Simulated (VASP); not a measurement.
The system is SiO2.

```xyz
3
Lattice="1.3062 0.7541 4.3820 -1.3062 0.7541 4.3820 0.0000 -1.5083 4.3820" Properties=species:S:1:pos:R:3 pbc="T T T"
Si    0.0000    0.0000    6.5730
O     0.0000    0.0000   11.8409
O     0.0000    0.0000    1.3050
```

| Item | Value |
| --- | --- |
| Program | VASP 6.6.1 |
| Task | relaxation of cell and atoms |
| Functional | PBE |
| Dispersion | D3(BJ) |
| Potentials or basis | VASP PAW PBE potentials, release 64 (Si, O) |
| Cutoff | 600 eV |
| k mesh | 6 × 6 × 6 |
| Occupations | gaussian, width 0.1 eV |
| Spin | no spin polarisation |

At the start: pressure 26.3 GPa; volume 8.63 Å³/atom.

Where does the relaxation end?

Over 12 steps the energy falls by 76.7 meV/atom and the volume is 10.08 Å³/atom (+16.8 %); space group R-3m (No. 166, to 0.1 Å) before and after.

The path:
```tsv
step	energy change (eV)	largest force (eV/Å)	pressure (GPa)	volume (Å³)
1	0.0000	1.2488	26.31	25.90
2	0.2972	2.7917	-25.39	31.58
3	-0.1680	0.6440	1.19	27.84
4	-0.1684	0.5884	1.85	27.77
5	-0.1940	0.2590	0.60	28.37
6	-0.2028	0.0676	-0.48	29.02
7	-0.2215	0.0641	0.78	29.35
8	-0.2233	0.0322	3.40	29.89
9	-0.2269	0.0562	2.29	29.67
10	-0.2255	0.3619	-2.54	30.57
11	-0.2292	0.1277	0.11	30.06
12	-0.2301	0.0132	-0.22	30.25
```

Final structure:
```xyz
3
Lattice="1.3454 0.7768 4.8238 -1.3454 0.7768 4.8238 0.0000 -1.5536 4.8238" Properties=species:S:1:pos:R:3 pbc="T T T"
Si    0.0000    0.0000    7.2357
O     0.0000    0.0000   12.9745
O     0.0000    0.0000    1.4969
```

Caveat: the k points lie up to 0.46 Å⁻¹ apart in the final cell; the volume moved by over 15 % at a fixed basis, so the end points are rough.
